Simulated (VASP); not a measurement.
# Ti3Al (P-6m2) in VASP: notebook, part 2 of 2

VASP 6.6.1. The steps go on from the part before.

**4. Single point, PBE, collinear spin (15.61 Å³/atom)**

File INCAR:

```
SYSTEM = Ti3Al
  PREC = Accurate
  ENCUT = 520
  EDIFF = 1E-6
  ISMEAR = 0
  SIGMA = 0.15
  LREAL = .FALSE.
  LASPH = .TRUE.
  NELM = 150
  ALGO = Normal
  ISIF = 2
  LWAVE = .FALSE.
  LCHARG = .FALSE.
  ISPIN = 2
  MAGMOM = 0.5 0.5 0.5 0
  LORBIT = 11
  NUPDOWN = 1.5
  LMAXMIX = 4
  GGA = PE
  NBANDS = 32
```

File KPOINTS:

```
regular mesh
0
G
  18 18 6
  0 0 0
```

File POSCAR:

```
Ti3Al
1.0
    2.8390411744      0.0000000000      0.0000000000
   -1.4195205872      2.4586817795      0.0000000000
    0.0000000000      0.0000000000      8.9457488468
Ti Al
3 1
Direct
    0.6666666667      0.3333333333      0.0000000000
    0.3333333333      0.6666666667      0.7504575668
    0.3333333333      0.6666666667      0.2495424332
    0.6666666667      0.3333333333      0.5000000000
```

Potentials or basis: VASP PAW PBE potentials, release 64 (Ti_sv, Al).

The run is started by

```bash
cat potpaw_PBE.64/Ti_sv/POTCAR potpaw_PBE.64/Al/POTCAR > POTCAR
mpirun -np 1 vasp_std > vasp.out
```

OUTCAR:

```text
SYSTEM = Ti3Al
   PREC = Accurate
   ENCUT = 520
   EDIFF = 1E-6
   ISMEAR = 0
   LREAL = .FALSE.
   LASPH = .TRUE.
   NELM = 150
   ISIF = 2
   ISPIN = 2
   LORBIT = 11
   NUPDOWN = 1.5
   GGA = PE

 ion  position               nearest neighbor table
   1  0.667  0.333  0.000-   2 2.77   3 2.77   2 2.77   3 2.77   2 2.77   3 2.77
   2  0.333  0.667  0.750-   1 2.77   1 2.77   1 2.77   4 2.78   4 2.78   4 2.78
   3  0.333  0.667  0.250-   1 2.77   1 2.77   1 2.77   4 2.78   4 2.78   4 2.78
   4  0.667  0.333  0.500-   2 2.78   3 2.78   2 2.78   3 2.78   2 2.78   3 2.78

  LATTYP: Found a hexagonal cell.
 ALAT       =     2.8390411744
 C/A-ratio  =     3.1509753812

  Lattice vectors:

 A1 = (   2.8390411744,   0.0000000000,   0.0000000000)
 A2 = (  -1.4195205872,   2.4586817795,   0.0000000000)
 A3 = (   0.0000000000,   0.0000000000,   8.9457488468)

Analysis of symmetry for initial positions (statically):
=====================================================================
 Subroutine PRICEL returns:
 Original cell was already a primitive cell.

 Routine SETGRP: Setting up the symmetry group for a
 hexagonal supercell.

 Subroutine GETGRP returns: Found 12 space group operations
 (whereof 12 operations were pure point group operations)
 out of a pool of 24 trial point group operations.

The static configuration has the point symmetry D_3h.

Analysis of symmetry for dynamics (positions and initial velocities):
=====================================================================
 Subroutine PRICEL returns:
 Original cell was already a primitive cell.

 Routine SETGRP: Setting up the symmetry group for a
 hexagonal supercell.

 Subroutine GETGRP returns: Found 12 space group operations
 (whereof 12 operations were pure point group operations)
 out of a pool of 24 trial point group operations.

The dynamic configuration has the point symmetry D_3h.

Analysis of structural, dynamic, and magnetic symmetry:
=====================================================================
 Subroutine PRICEL returns:
 Original cell was already a primitive cell.

 Routine SETGRP: Setting up the symmetry group for a
 hexagonal supercell.

 Subroutine GETGRP returns: Found 12 space group operations
 (whereof 12 operations were pure point group operations)
 out of a pool of 24 trial point group operations.

The overall configuration has the point symmetry D_3h.

 Subroutine INISYM returns: Found 12 space group operations
 (whereof 12 operations are pure point group operations),
 and found     1 'primitive' translations

----------------------------------------------------------------------------------------

                                     Primitive cell

  volume of cell :      62.4440

  direct lattice vectors                    reciprocal lattice vectors
     2.839041174  0.000000000  0.000000000     0.352231595  0.203361006  0.000000000
    -1.419520587  2.458681779  0.000000000     0.000000000  0.406722012  0.000000000
     0.000000000  0.000000000  8.945748847     0.000000000  0.000000000  0.111784940

  length of vectors
     2.839041174  2.839041174  8.945748847     0.406722012  0.406722012  0.111784940

  position of ions in fractional coordinates (direct lattice)
     0.666666667  0.333333333  0.000000000
     0.333333333  0.666666667  0.750457567
[... 81 lines left out ...]
   EDIFF  = 0.1E-05   stopping-criterion for ELM
   LREAL  =      F    real-space projection
   EDIFFG = 0.1E-04   stopping-criterion for IOM
   NSW    =      0    number of steps for IOM
   IBRION =     -1    ionic relax: 0-MD 1-quasi-New 2-CG
   NFREE  =      0    steps in history (QN), initial steepest desc. (CG)
   ISIF   =      2    stress and relaxation
   ISYM   =      2    0-nonsym 1-usesym 2-fastsym
   POTIM  = 0.5000    time-step for ionic-motion
   TEBEG  =    0.0;   TEEND  =   0.0 temperature during run
   PSTRESS=    0.0 pullay stress
   NELECT =      39.0000    total number of electrons
   NUPDOWN=       1.5000    fix difference up-down
   EMIN   =  10.00;   EMAX   =-10.00  energy-range for DOS
   EFERMI =   0.00;   METHOD = LEGACY
   ISMEAR =     0;   SIGMA  =   0.15  broadening in eV -4-tet -1-fermi 0-gaus
   EFERMI_NEDOS =   21; number of points for ismear=-14 and -15
   IALGO  =     38    algorithm
   IMIX   =      4    mixing-type and parameters
     AMIX     =   0.40;   BMIX     =  1.00
     AMIX_MAG =   1.60;   BMIX_MAG =  1.00
  volume/ion in A,a.u.               =      15.61       105.35
  Fermi-wavevector in a.u.,A,eV,Ry     =   1.399371  2.644427 26.643453  1.958239
  Thomas-Fermi vector in A             =   2.522437
   LORBIT       =     11    0 simple, 1 ext, 2 COOP (PROOUT), +10 PAW based schemes
   GGA     = PE    functional components
   LHFCALC =     F    Hartree Fock is set to
   AEXX    =    0.0000 exact exchange contribution
   IVDW    =     0    specifies the selected vdW correction
   LEPSILON=     F    determine dielectric tensor
   LRPA    =     F    only Hartree local field effects (RPA)
 spin polarized calculation
 Gauss-broadening in eV      SIGMA  =   0.15
  energy-cutoff  :      520.00
  volume of cell :       62.44
 maximum number of plane-waves:      1696
 NGX is ok and might be reduce to    24
   NGX = 11   NGY = 11   NGZ = 33

 number of electron      39.0000015 magnetization       1.5000001

 Free energy of the ion-electron system (eV)
  ---------------------------------------------------
  ext. energy  EPLUGINS =         0.00000000
  ---------------------------------------------------
  free energy    TOTEN  =       -27.41595259 eV

  energy without entropy =      -27.36373635  energy(sigma->0) =      -27.38984447

 E-fermi :   8.8238     XC(G=0): -11.6044

 val. band max:        9.2191349595   @ k =   0.3333   0.2222   0.5000
 cond. band min:       8.8239150358   @ k =   0.3333   0.1111   0.5000
 fundamental gap:     -0.3952199237
 Fermi energy:         9.2243256206

 spin component 1

 k-point     1 :       0.0000    0.0000    0.0000
  band No.  band energies     occupation
      1     -47.6691      1.00000
      2     -47.6113      1.00000
      3     -47.5104      1.00000
      4     -24.2693      1.00000
      5     -23.9549      1.00000
      6     -23.5473      1.00000
[... 805 lines left out ...]
     30      13.3948      0.00000
     31      13.9868      0.00000

 [... further k-points ...]

 spin component 2

 k-point     1 :       0.0000    0.0000    0.0000
  band No.  band energies     occupation
      1     -47.3968      1.00000
      2     -47.2939      1.00000
      3     -47.2376      1.00000
      4     -23.9840      1.00000
      5     -23.6295      1.00000
      6     -23.2703      1.00000
[... 805 lines left out ...]
     30      13.7237      0.00000
     31      14.2695      0.00000

 [... further k-points ...]

 [bands above 31 left out]

------------------------ aborting loop because EDIFF is reached ----------------------------------------

  FORCE on cell =-STRESS in cart. coord.  units (eV):
  Direction    XX          YY          ZZ          XY          YZ          ZX
  --------------------------------------------------------------------------------------
  -------------------------------------------------------------------------------------
  Total        4.3739060      4.3739060      5.6521460      0.0000000      0.0000000     -0.0000000
  in kB      112.2249220    112.2249220    145.0217812      0.0000000      0.0000000     -0.0000000
  external PRESSURE =     123.1572084 kB  Pullay stress =       0.0000000 kB

 VOLUME and BASIS-vectors are now :
 -----------------------------------------------------------------------------
  energy-cutoff  :      520.00
  volume of cell :       62.44
      direct lattice vectors                 reciprocal lattice vectors
     2.839041174  0.000000000  0.000000000     0.352231595  0.203361006  0.000000000
    -1.419520587  2.458681779  0.000000000     0.000000000  0.406722012  0.000000000
     0.000000000  0.000000000  8.945748847     0.000000000  0.000000000  0.111784940

 POSITION                                       TOTAL-FORCE (eV/Angst)
 -----------------------------------------------------------------------------------
      1.41952      0.81956      0.00000        -0.000000      0.000000      0.000000
     -0.00000      1.63912      6.71340         0.000000      0.000000     -0.190071
     -0.00000      1.63912      2.23234         0.000000     -0.000000      0.190071
      1.41952      0.81956      4.47287         0.000000     -0.000000      0.000000
 -----------------------------------------------------------------------------------
    total drift:                                0.000000     -0.000000      0.000000

  FREE ENERGIE OF THE ION-ELECTRON SYSTEM (eV)
  ---------------------------------------------------
  free  energy   TOTEN  =       -27.4159525922 eV

  energy  without entropy=      -27.3637363509  energy(sigma->0) =      -27.38984447

 total charge

# of ion       s       p       d       tot
------------------------------------------
    1        2.274   6.146   1.971  10.390
    2        2.251   6.149   1.955  10.355
    3        2.251   6.149   1.955  10.355
    4        0.438   0.397   0.000   0.834
--------------------------------------------------
tot          7.213  18.841   5.881  31.935

 magnetization (x)

# of ion       s       p       d       tot
------------------------------------------
    1        0.002   0.030   0.232   0.263
    2        0.005   0.030   0.327   0.363
    3        0.005   0.030   0.327   0.363
    4        0.002   0.018   0.000   0.020
--------------------------------------------------
tot          0.015   0.109   0.885   1.009
```

It took 15 min on 1 thread of Oxide Virtual Turin-like, shared host; peak memory 0.48 GiB.

What came out:

```yaml
Free_energy: -27.4160 eV
Pressure: 12.3 GPa
Largest_force: 0.190 eV/Å
Net_moment: 1.50 μB per cell
Site_moments: Ti +0.26, +0.36 (each value once); Al +0.02 μB
Valence_electrons_inside_the_program's_atomic_spheres: Ti 10.39, 10.36 (each value once); Al 0.83
```

Forces on the atoms (eV/Å):
```
Ti   0.000  0.000  0.000
Ti   0.000  0.000 -0.190
Ti   0.000  0.000  0.190
Al   0.000  0.000  0.000
```

Caveat: the cell stands under pressure; the total moment is fixed, so each spin has its own Fermi level.

**5. Single point, PBE, collinear spin (17.16 Å³/atom)**

This run uses another cell than the first one, of 17.16 Å³/atom.

File INCAR:

```
  PREC = Accurate
  ENCUT = 520
  EDIFF = 1E-6
  ISMEAR = 0
  SIGMA = 0.15
  LREAL = False
  LASPH = True
  NELM = 150
  ALGO = Normal
  ISIF = 2
  LWAVE = False
  LCHARG = False
  ISPIN = 2
  MAGMOM = 0.667 0.667 0.667 0
  LORBIT = 11
  NUPDOWN = 2.0
  LMAXMIX = 4
  GGA = PE
  NBANDS = 32
```

File KPOINTS:

```
Automatic mesh
0
Gamma
  18 18 6
```

File POSCAR:

```
Ti3Al
1.0
    2.9297375374      0.0000000000      0.0000000000
   -1.4648687687      2.5372271338      0.0000000000
    0.0000000000      0.0000000000      9.2315308536
Ti Al
3 1
Direct
    0.6666666667      0.3333333333      0.0000000000
    0.3333333333      0.6666666667      0.7504575668
    0.3333333333      0.6666666667      0.2495424332
    0.6666666667      0.3333333333      0.5000000000
```

The run is started by

```bash
cat potpaw_PBE.64/Ti_sv/POTCAR potpaw_PBE.64/Al/POTCAR > POTCAR
mpirun -np 1 vasp_std > vasp.out
```

Wall time 18 min (1 thread of Oxide Virtual Turin-like, shared host); peak memory 0.52 GiB.

Results (log left out):

```
Free energy                                           : -27.5455 eV
Pressure                                              : 0.7 GPa
Largest force                                         : 0.176 eV/Å
Net moment                                            : 2.00 μB per cell
Site moments                                          : Ti +0.30, +0.52 (each value once); Al +0.02 μB
Valence electrons inside the program's atomic spheres : Ti 10.27, 10.24 (each value once); Al 0.80
```

Forces in eV/Å, atoms in the order of the input:
```
Ti   0.000  0.000  0.000
Ti   0.000  0.000 -0.176
Ti   0.000  0.000  0.176
Al   0.000  0.000  0.000
```

Stress tensor (GPa, compression positive):
```
-0.07  0.00  0.00
 0.00 -0.07  0.00
 0.00  0.00  2.31
```

Caveat: the total moment is fixed, so each spin has its own Fermi level.

**6. Summary**

```csv
fixed moment (μB),cell,pressure (GPa),moment (μB),largest force (eV/Å)
1.0,"a = 2.839, b = 2.839, c = 8.946 Å, angles 90.0, 90.0, 120.0°, 4 atoms",12.1,1.00,0.12
0.5,"a = 2.930, b = 2.930, c = 9.232 Å, angles 90.0, 90.0, 120.0°, 4 atoms",-0.1,0.50,0.01
1.5,"a = 2.839, b = 2.839, c = 8.946 Å, angles 90.0, 90.0, 120.0°, 4 atoms",12.3,1.50,0.19
2.0,"a = 2.930, b = 2.930, c = 9.232 Å, angles 90.0, 90.0, 120.0°, 4 atoms",0.7,2.00,0.18
```

Alike in all rows: task single point; level PBE; potentials or basis VASP PAW PBE potentials, release 64 (Ti_sv, Al); spin collinear; k mesh 18 × 18 × 6; cutoff (eV) 520; smearing gaussian 0.15 eV.

Caveats: the total moment is fixed, so each spin has its own Fermi level; the cell stands under pressure (at least some runs).

Absolute energies hang on the potentials; compare differences alone.
